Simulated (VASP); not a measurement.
# Al2InN3: single point with PBE

Al2InN3:

```
CELL_PARAMETERS angstrom
4.58726 -2.85845 0.00000
4.58726 2.85845 0.00000
0.00000 0.00000 4.89749
ATOMIC_POSITIONS crystal
Al 0.00844 0.33486 0.99174
Al 0.66514 0.99156 0.99174
Al 0.99156 0.66514 0.49174
Al 0.33486 0.00844 0.49174
In 0.32207 0.67793 0.98699
In 0.67793 0.32207 0.48699
N 0.03676 0.33363 0.35570
N 0.66637 0.96324 0.35570
N 0.96324 0.66637 0.85570
N 0.33363 0.03676 0.85570
N 0.29824 0.70176 0.40613
N 0.70176 0.29824 0.90613
```

| Item | Value |
| --- | --- |
| Program | VASP 6.6.1 |
| Task | single point |
| Functional | PBE |
| Potentials or basis | VASP PAW PBE potentials, release 64 (Al, In_d, N) |
| Cutoff | 520 eV |
| k mesh | 6 × 6 × 6 |
| Occupations | gaussian, width 0.05 eV |
| Spin | no spin polarisation |
| Dipole correction | no |
| Further INCAR settings | ALGO = Normal; EDIFF = 1e-06; NBANDS = 46 |

| Item | Value |
| --- | --- |
| Pressure | 29.3 GPa |
| Largest force | 1.390 eV/Å |
| Band gap on the k mesh | 2.77 eV |

Forces in eV/Å, atoms in the order of the input:
```
Al   0.234 -0.820 -0.825
Al  -0.234 -0.820 -0.825
Al  -0.234  0.820 -0.825
Al   0.234  0.820 -0.825
In   0.000 -1.051 -0.668
In   0.000  1.051 -0.668
N    0.262 -1.066  0.854
N   -0.262 -1.066  0.854
N   -0.262  1.066  0.854
N    0.262  1.066  0.854
N    0.000 -0.934  0.611
N    0.000  0.934  0.611
```

Stress tensor (GPa, compression positive):
```
38.10  0.00  0.00
 0.00  9.12  0.00
 0.00  0.00 40.61
```

Levels at points of the mesh, in eV from the valence-band top:
```
           k point  band 30  band 31  band 32  band 33  band 34  band 35  band 36  band 37  band 38  band 39
(0.00, 0.00, 0.00)    -1.12    -0.66    -0.37     0.00     0.00     2.77     4.88     5.51     5.65     7.99
(0.50, 0.00, 0.00)    -0.87    -0.82    -0.76    -0.68    -0.45     4.74     4.74     6.15     6.27     6.98
(0.50, 0.50, 0.00)    -1.09    -0.74    -0.72    -0.51    -0.19     4.80     5.40     5.69     6.58     6.90
(0.00, 0.00, 0.50)    -0.78    -0.40    -0.40    -0.11    -0.11     4.79     4.79     7.16     7.16     7.38
(0.50, 0.00, 0.50)    -1.50    -1.18    -1.18    -0.44    -0.44     4.79     4.79     5.92     5.92     6.69
(0.50, 0.50, 0.50)    -1.19    -0.93    -0.93    -0.56    -0.56     5.30     5.30     6.00     6.00     6.19
```

Wall time 5.7 min on 1 thread of Oxide Virtual Turin-like Processor (shared host), peak memory 0.35 GiB.

Caveat: the stress differs along the axes, from 9 to 41 GPa; spin-orbit coupling is left out, which moves the levels of the heavy elements; forces of over 1 eV/Å act on the atoms, so gaps and moduli don't describe the material at rest. A k mesh can miss the band edges.
